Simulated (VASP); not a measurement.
# Ni3Hg (Pm-3m) in VASP: further runs

Ni3Hg is run at these levels: PBEsol; tasks: single point.

Program: VASP 6.6.1. These are calculated values, not measurements. Logs are shortened: lines on timing, memory, paths and dates and some standing lists are left out, and cuts for length are marked.

**1. The cell of the first run**

The structure is cubic, space group Pm-3m (No. 221). Conventional cell: a = 3.810 Å, b = 3.810 Å, c = 3.810 Å, α = 90.00°, β = 90.00°, γ = 90.00°. Ni (site symmetry 4/mmm) has 8 Ni at 2.69 Å and 4 Hg at 2.69 Å within 3.6 Å. Within 3.6 Å of Hg (site symmetry m-3m) lie 12 Ni at 2.69 Å.

**2. Single point, PBEsol, collinear spin, ferromagnetic start**

File INCAR:

```
PREC = Accurate
ENCUT = 690
EDIFF = 1E-6
ISMEAR = -1
SIGMA = 0.1
LREAL = F
LASPH = T
NELM = 200
ALGO = Normal
ISIF = 2
LWAVE = F
LCHARG = F
ISPIN = 2
MAGMOM = 1.5 1.5 1.5 0
LORBIT = 11
LMAXMIX = 4
GGA = PS
NBANDS = 49
GGA_COMPAT = F
```

File KPOINTS:

```
Automatic mesh
0
Gamma
  6 6 6
```

File POSCAR:

```
Ni3Hg
1.0
    3.8103374876      0.0000000000      0.0000000000
    0.0000000000      3.8103374876      0.0000000000
    0.0000000000      0.0000000000      3.8103374876
Ni Hg
3 1
Direct
    0.0000000000      0.5000000000      0.5000000000
    0.5000000000      0.0000000000      0.5000000000
    0.5000000000      0.5000000000      0.0000000000
    0.0000000000      0.0000000000      0.0000000000
```

Potentials or basis: VASP PAW PBE potentials, release 64 (Ni_sv_GW, Hg_sv_GW).

Launch:

```console
$ cat potpaw_PBE.64/Ni_sv_GW/POTCAR potpaw_PBE.64/Hg_sv_GW/POTCAR > POTCAR
$ mpirun -np 1 vasp_std > vasp.out
```

OUTCAR:

```text
PREC = Accurate
   ENCUT = 690
   EDIFF = 1E-6
   ISMEAR = -1
   LREAL = F
   LASPH = T
   NELM = 200
   ISIF = 2
   ISPIN = 2
   LORBIT = 11
   GGA = PS

 ion  position               nearest neighbor table
   1  0.000  0.500  0.500-   4 2.69   4 2.69   4 2.69   4 2.69
   2  0.500  0.000  0.500-   4 2.69   4 2.69   4 2.69   4 2.69
   3  0.500  0.500  0.000-   4 2.69   4 2.69   4 2.69   4 2.69
   4  0.000  0.000  0.000-   1 2.69   2 2.69   3 2.69   1 2.69   2 2.69   1 2.69   3 2.69   1 2.69
                             2 2.69   3 2.69   2 2.69   3 2.69

  LATTYP: Found a simple cubic cell.
 ALAT       =     3.8103374876

  Lattice vectors:

 A1 = (   3.8103374876,   0.0000000000,   0.0000000000)
 A2 = (   0.0000000000,   3.8103374876,   0.0000000000)
 A3 = (   0.0000000000,   0.0000000000,   3.8103374876)

Analysis of symmetry for initial positions (statically):
=====================================================================
 Subroutine PRICEL returns:
 Original cell was already a primitive cell.

 Routine SETGRP: Setting up the symmetry group for a
 simple cubic supercell.

 Subroutine GETGRP returns: Found 48 space group operations
 (whereof 48 operations were pure point group operations)
 out of a pool of 48 trial point group operations.

The static configuration has the point symmetry O_h .

Analysis of symmetry for dynamics (positions and initial velocities):
=====================================================================
 Subroutine PRICEL returns:
 Original cell was already a primitive cell.

 Routine SETGRP: Setting up the symmetry group for a
 simple cubic supercell.

 Subroutine GETGRP returns: Found 48 space group operations
 (whereof 48 operations were pure point group operations)
 out of a pool of 48 trial point group operations.

The dynamic configuration has the point symmetry O_h .

Analysis of structural, dynamic, and magnetic symmetry:
=====================================================================
 Subroutine PRICEL returns:
 Original cell was already a primitive cell.

 Routine SETGRP: Setting up the symmetry group for a
 simple cubic supercell.

 Subroutine GETGRP returns: Found 48 space group operations
 (whereof 48 operations were pure point group operations)
 out of a pool of 48 trial point group operations.

The overall configuration has the point symmetry O_h .

 Subroutine INISYM returns: Found 48 space group operations
 (whereof 48 operations are pure point group operations),
 and found     1 'primitive' translations

----------------------------------------------------------------------------------------

                                     Primitive cell

  volume of cell :      55.3210

  direct lattice vectors                    reciprocal lattice vectors
     3.810337488  0.000000000  0.000000000     0.262443944  0.000000000  0.000000000
     0.000000000  3.810337488  0.000000000     0.000000000  0.262443944  0.000000000
     0.000000000  0.000000000  3.810337488     0.000000000  0.000000000  0.262443944

  length of vectors
     3.810337488  3.810337488  3.810337488     0.262443944  0.262443944  0.262443944

  position of ions in fractional coordinates (direct lattice)
     0.000000000  0.500000000  0.500000000
     0.500000000  0.000000000  0.500000000
     0.500000000  0.500000000  0.000000000
     0.000000000  0.000000000  0.000000000

  ion indices of the primitive-cell ions
   primitive index   ion index
                 1           1
                 2           2
                 3           3
                 4           4

----------------------------------------------------------------------------------------

 KPOINTS: Automatic mesh

Automatic generation of k-mesh.
 Grid dimensions read from file:
 generate k-points for:    6    6    6

 Generating k-lattice:

  Cartesian coordinates                     Fractional coordinates (reciprocal lattice)
     0.043740657  0.000000000  0.000000000     0.166666667  0.000000000  0.000000000
     0.000000000  0.043740657  0.000000000     0.000000000  0.166666667  0.000000000
     0.000000000  0.000000000  0.043740657     0.000000000  0.000000000  0.166666667

  Length of vectors
     0.043740657  0.043740657  0.043740657

  Shift w.r.t. Gamma in fractional coordinates (k-lattice)
     0.000000000  0.000000000  0.000000000

 Subroutine IBZKPT returns following result:
 ===========================================

 Found     20 irreducible k-points:

 Following reciprocal coordinates:
            Coordinates               Weight
  0.000000  0.000000  0.000000      1.000000
  0.166667  0.000000  0.000000      6.000000
  0.333333  0.000000  0.000000      6.000000
  0.500000  0.000000  0.000000      3.000000
  0.166667  0.166667  0.000000     12.000000
  0.333333  0.166667  0.000000     24.000000
[... 12 lines left out ...]
  0.500000  0.500000  0.333333      6.000000
  0.500000  0.500000  0.500000      1.000000
[... 80 lines left out ...]
      2     -95.3921      1.00000
      3     -95.3817      1.00000
      4     -95.3817      1.00000
      5     -56.6469      1.00000
      6     -56.6469      1.00000
[... 41 lines left out ...]
     48      19.2701      0.00000
     49      19.2701      0.00000

 k-point     2 :       0.1667    0.0000    0.0000
  band No.  band energies     occupation
      1    -108.3756      1.00000
      2     -95.3918      1.00000
      3     -95.3818      1.00000
      4     -95.3814      1.00000
      5     -56.6463      1.00000
      6     -56.6463      1.00000
[... 41 lines left out ...]
     48      19.2865      0.00000
     49      19.2865      0.00000

 k-point     3 :       0.3333    0.0000    0.0000
  band No.  band energies     occupation
      1    -108.3756      1.00000
      2     -95.3902      1.00000
      3     -95.3837      1.00000
      4     -95.3812      1.00000
      5     -56.6449      1.00000
      6     -56.6449      1.00000
[... 873 lines left out ...]
     48      24.0366      0.00000
     49      25.0911      0.00000

 k-point    20 :       0.5000    0.5000    0.5000
  band No.  band energies     occupation
      1    -108.3756      1.00000
      2     -95.3851      1.00000
      3     -95.3851      1.00000
      4     -95.3851      1.00000
      5     -56.6505      1.00000
      6     -56.6505      1.00000
[... 41 lines left out ...]
     48      25.5241      0.00000
     49      25.5341      0.00000
 Fermi energy:         6.8782607599

 spin component 2

 k-point     1 :       0.0000    0.0000    0.0000
  band No.  band energies     occupation
      1    -108.3756      1.00000
      2     -95.3933      1.00000
      3     -95.3829      1.00000
      4     -95.3829      1.00000
      5     -56.6470      1.00000
      6     -56.6470      1.00000
[... 41 lines left out ...]
     48      19.2701      0.00000
     49      19.2701      0.00000

 k-point     2 :       0.1667    0.0000    0.0000
  band No.  band energies     occupation
      1    -108.3756      1.00000
      2     -95.3930      1.00000
      3     -95.3830      1.00000
      4     -95.3827      1.00000
      5     -56.6463      1.00000
      6     -56.6463      1.00000
[... 41 lines left out ...]
     48      19.2864      0.00000
     49      19.2864      0.00000

 k-point     3 :       0.3333    0.0000    0.0000
  band No.  band energies     occupation
      1    -108.3756      1.00000
      2     -95.3914      1.00000
      3     -95.3849      1.00000
      4     -95.3824      1.00000
      5     -56.6449      1.00000
      6     -56.6449      1.00000
[... 873 lines left out ...]
     48      24.0408      0.00000
     49      25.1085      0.00000

 k-point    20 :       0.5000    0.5000    0.5000
  band No.  band energies     occupation
      1    -108.3756      1.00000
      2     -95.3863      1.00000
      3     -95.3863      1.00000
      4     -95.3863      1.00000
      5     -56.6505      1.00000
      6     -56.6505      1.00000
[... 41 lines left out ...]
     48      25.5248      0.00000
     49      25.5409      0.00000

------------------------ aborting loop because EDIFF is reached ----------------------------------------

  FORCE on cell =-STRESS in cart. coord.  units (eV):
  Direction    XX          YY          ZZ          XY          YZ          ZX
  --------------------------------------------------------------------------------------
  -------------------------------------------------------------------------------------
  Total       -5.1239545     -5.1239545     -5.1239545      0.0000000      0.0000000     -0.0000000
  in kB     -148.3971346   -148.3971346   -148.3971346      0.0000000      0.0000000     -0.0000000
  external PRESSURE =    -148.3971346 kB  Pullay stress =       0.0000000 kB

 VOLUME and BASIS-vectors are now :
 -----------------------------------------------------------------------------
  energy-cutoff  :      690.00
  volume of cell :       55.32
      direct lattice vectors                 reciprocal lattice vectors
     3.810337488  0.000000000  0.000000000     0.262443944  0.000000000  0.000000000
     0.000000000  3.810337488  0.000000000     0.000000000  0.262443944  0.000000000
     0.000000000  0.000000000  3.810337488     0.000000000  0.000000000  0.262443944

 POSITION                                       TOTAL-FORCE (eV/Angst)
 -----------------------------------------------------------------------------------
      0.00000      1.90517      1.90517         0.000000      0.000000      0.000000
      1.90517      0.00000      1.90517         0.000000      0.000000      0.000000
      1.90517      1.90517      0.00000         0.000000      0.000000      0.000000
      0.00000      0.00000      0.00000         0.000000      0.000000      0.000000
 -----------------------------------------------------------------------------------
    total drift:                                0.000000      0.000000      0.000000

  FREE ENERGIE OF THE ION-ELECTRON SYSTEM (eV)
  ---------------------------------------------------
  free  energy   TOTEN  =       -20.9910317503 eV

  energy  without entropy=      -20.7542108895  energy(sigma->0) =      -20.87262132

 total charge

# of ion       s       p       d       f       tot
--------------------------------------------------
    1        2.191   6.196   7.868   0.003  16.258
    2        2.191   6.196   7.868   0.003  16.258
    3        2.191   6.196   7.868   0.003  16.258
    4        2.542   6.640   8.778   0.023  17.984
--------------------------------------------------
tot          9.115  25.228  32.383   0.031  66.758

 magnetization (x)

# of ion       s       p       d       f       tot
--------------------------------------------------
    1        0.000   0.000  -0.001  -0.000  -0.001
    2        0.000   0.000  -0.001  -0.000  -0.001
    3        0.000   0.000  -0.001  -0.000  -0.001
    4        0.000   0.000  -0.000   0.000   0.000
--------------------------------------------------
tot          0.000   0.000  -0.004   0.000  -0.004
```

It took 2.2 min on 1 thread of Intel Xeon 6975P-C (Granite Rapids), shared host; peak memory 0.34 GiB.

What came out:

```yaml
Free_energy: -20.9910 eV
Pressure: -14.8 GPa
Band_gap_on_the_k_mesh: zero (filled and empty bands overlap)
Net_moment: 0.00 μB per cell
Valence_electrons_inside_the_program's_atomic_spheres: Ni 16.26; Hg 17.98
```

Levels at points of the mesh, in eV from the Fermi level:
Spin up:
```csv
k point,band 34,band 35,band 36,band 37,band 38,band 39,band 40,band 41
"(0.00, 0.00, 0.00)",-0.07,0.10,0.10,0.10,1.45,1.45,1.45,5.87
"(0.50, 0.00, 0.00)",-0.80,-0.72,-0.56,-0.32,0.10,5.88,5.88,6.72
"(0.50, 0.50, 0.00)",-0.92,-0.69,-0.59,0.20,0.41,0.85,0.85,9.28
"(0.50, 0.50, 0.50)",-0.50,-0.46,-0.46,-0.19,-0.04,-0.04,-0.04,2.47
```
Spin down:
```tsv
k point	band 33	band 34	band 35	band 36	band 37	band 38	band 39	band 40	band 41	band 42
(0.00, 0.00, 0.00)	-0.29	-0.07	0.10	0.10	0.10	1.45	1.45	1.45	5.87	7.63
(0.50, 0.00, 0.00)	-0.81	-0.80	-0.72	-0.56	-0.32	0.10	5.88	5.88	6.72	6.72
(0.50, 0.50, 0.00)	-0.92	-0.92	-0.69	-0.59	0.20	0.41	0.85	0.85	9.28	9.40
(0.50, 0.50, 0.50)	-0.50	-0.50	-0.46	-0.46	-0.19	-0.05	-0.05	-0.05	2.46	4.47
```

Caveat: the cell stands under tension; the moments typed at the start vanished in this run; the PAW data sets were made with another functional, which shifts forces and pressure a little; spin-orbit coupling is left out, which moves the levels of the heavy elements.

**3. Single point, PBEsol, collinear spin, ferromagnetic start**

This run uses another cell than the first one, of 13.13 Å³/atom.

File INCAR:

```
PREC = Accurate
ENCUT = 690
EDIFF = 1E-6
ISMEAR = -1
SIGMA = 0.1
LREAL = False
LASPH = True
NELM = 200
ALGO = Normal
ISIF = 2
LWAVE = False
LCHARG = False
ISPIN = 2
MAGMOM = 1.5 1.5 1.5 0
LORBIT = 11
LMAXMIX = 4
GGA = PS
NBANDS = 49
GGA_COMPAT = False
```

KPOINTS is that of step 2.

File POSCAR:

```
Ni3Hg
1.0
    3.7449110000      0.0000000000      0.0000000000
    0.0000000000      3.7449110000      0.0000000000
    0.0000000000      0.0000000000      3.7449110000
Ni Hg
3 1
Direct
    0.0000000000      0.5000000000      0.5000000000
    0.5000000000      0.0000000000      0.5000000000
    0.5000000000      0.5000000000      0.0000000000
    0.0000000000      0.0000000000      0.0000000000
```

Potentials or basis: VASP PAW PBE potentials, release 64 (Ni_sv_GW, Hg_sv_GW).

Launch:

```console
$ cat potpaw_PBE.64/Ni_sv_GW/POTCAR potpaw_PBE.64/Hg_sv_GW/POTCAR > POTCAR
$ mpirun -np 1 vasp_std > vasp.out
```

It took 4.2 min on 1 thread of AMD EPYC 7R43 (Zen 3), shared host; peak memory 0.27 GiB.

Results (log left out):

```yaml
Free_energy: -21.1962 eV
Pressure: -7.9 GPa
Net_moment: -1.09 μB per cell
Site_moments: Ni -0.39; Hg +0.01 μB
Valence_electrons_inside_the_program's_atomic_spheres: Ni 16.29; Hg 18.05
```

Levels at points of the mesh, in eV from the Fermi level:
Spin up:
| k point | band 33 | band 34 | band 35 | band 36 | band 37 | band 38 | band 39 | band 40 |
| --- | --- | --- | --- | --- | --- | --- | --- | --- |
| (0.00, 0.00, 0.00) | -0.20 | 0.06 | 0.30 | 0.30 | 0.30 | 1.36 | 1.36 | 1.36 |
| (0.50, 0.00, 0.00) | -0.75 | -0.75 | -0.68 | -0.47 | -0.24 | 0.30 | 6.09 | 6.09 |
| (0.50, 0.50, 0.00) | -0.90 | -0.90 | -0.65 | -0.46 | 0.33 | 0.53 | 1.04 | 1.04 |
| (0.50, 0.50, 0.50) | -0.42 | -0.42 | -0.38 | -0.38 | -0.38 | 0.12 | 0.12 | 0.12 |
Spin down:
```tsv
k point	band 34	band 35	band 36	band 37	band 38	band 39	band 40	band 41	band 42	band 43
(0.00, 0.00, 0.00)	-0.34	-0.22	-0.22	-0.22	1.37	1.37	1.37	6.18	7.97	7.97
(0.50, 0.00, 0.00)	-1.08	-1.03	-0.78	-0.58	-0.22	5.99	5.99	6.88	6.88	7.54
(0.50, 0.50, 0.00)	-1.22	-0.99	-0.95	0.05	0.35	0.66	0.66	9.59	9.59	10.11
(0.50, 0.50, 0.50)	-0.74	-0.71	-0.71	-0.37	-0.35	-0.35	-0.35	2.56	4.64	4.64
```

Caveat: the cell stands under tension; the PAW data sets were made with another functional, which shifts forces and pressure a little; spin-orbit coupling is left out, which moves the levels of the heavy elements.

**4. Single point, PBEsol, collinear spin, ferromagnetic start**

This run uses another cell than the first one, of 13.48 Å³/atom.

File INCAR:

```
SYSTEM = Ni3Hg
PREC     = Accurate       ! precision mode
ENCUT    = 690            ! plane-wave cutoff, eV
EDIFF    = 1E-6           ! SCF threshold, eV
ISMEAR   = -1             ! smearing method
SIGMA    = 0.1            ! smearing width, eV
LREAL    = .FALSE.        ! projectors in reciprocal space
LASPH    = .TRUE.         ! aspherical terms in the spheres
NELM     = 200            ! most SCF steps
ALGO     = Normal         ! electronic algorithm
ISIF     = 2              ! what is computed and relaxed
LWAVE    = .FALSE.        ! write WAVECAR
LCHARG   = .FALSE.        ! write CHGCAR
ISPIN    = 2              ! spin polarisation
MAGMOM   = 1.5 1.5 1.5 0  ! initial moments
LORBIT   = 11             ! projections on sites
LMAXMIX  = 4              ! l up to which the mixer works
GGA      = PS             ! functional
NBANDS   = 49             ! bands
GGA_COMPAT= .FALSE.
```

File KPOINTS:

```
regular mesh
0
G
  6 6 6
  0 0 0
```

File POSCAR:

```
Ni3Hg
1.0
    3.7779075108      0.0000000000      0.0000000000
    0.0000000000      3.7779075108      0.0000000000
    0.0000000000      0.0000000000      3.7779075108
Ni Hg
3 1
Direct
    0.0000000000      0.5000000000      0.5000000000
    0.5000000000      0.0000000000      0.5000000000
    0.5000000000      0.5000000000      0.0000000000
    0.0000000000      0.0000000000      0.0000000000
```

Launch:

```console
$ cat potpaw_PBE.64/Ni_sv_GW/POTCAR potpaw_PBE.64/Hg_sv_GW/POTCAR > POTCAR
$ mpirun -np 1 vasp_std > vasp.out
```

Run time: 3.7 min. Hardware: 1 thread of Intel Xeon Platinum 8259CL at 2.50GHz (Skylake/Cascade Lake), shared host; peak memory 0.3 GiB.

The run converged. Its results:

* Free energy: -21.1189 eV
* Pressure: -11.5 GPa
* Net moment: -1.12 μB per cell
* Site moments: Ni -0.40; Hg +0.01 μB
* Valence electrons inside the program's atomic spheres: Ni 16.27; Hg 18.02

Levels at points of the mesh, in eV from the Fermi level:
Spin up:
```csv
k point,band 32,band 33,band 34,band 35,band 36,band 37,band 38,band 39,band 40,band 41
"(0.00, 0.00, 0.00)",-0.20,-0.20,0.07,0.29,0.29,0.29,1.37,1.37,1.37,6.08
"(0.50, 0.00, 0.00)",-0.75,-0.71,-0.71,-0.64,-0.47,-0.22,0.29,5.98,5.98,6.81
"(0.50, 0.50, 0.00)",-0.87,-0.86,-0.86,-0.62,-0.44,0.31,0.48,1.01,1.01,9.45
"(0.50, 0.50, 0.50)",-0.42,-0.42,-0.42,-0.37,-0.37,-0.33,0.12,0.12,0.12,2.65
```
Spin down:
| k point | band 34 | band 35 | band 36 | band 37 | band 38 | band 39 | band 40 | band 41 | band 42 | band 43 |
| --- | --- | --- | --- | --- | --- | --- | --- | --- | --- | --- |
| (0.00, 0.00, 0.00) | -0.34 | -0.23 | -0.23 | -0.23 | 1.38 | 1.38 | 1.38 | 5.95 | 7.73 | 7.73 |
| (0.50, 0.00, 0.00) | -1.05 | -1.00 | -0.79 | -0.58 | -0.23 | 5.88 | 5.88 | 6.75 | 6.75 | 7.28 |
| (0.50, 0.50, 0.00) | -1.19 | -0.96 | -0.94 | 0.02 | 0.30 | 0.62 | 0.62 | 9.38 | 9.42 | 9.93 |
| (0.50, 0.50, 0.50) | -0.75 | -0.71 | -0.71 | -0.36 | -0.36 | -0.36 | -0.31 | 2.42 | 4.47 | 4.47 |

Caveat: the cell stands under tension; the PAW data sets were made with another functional, which shifts forces and pressure a little; spin-orbit coupling is left out, which moves the levels of the heavy elements.
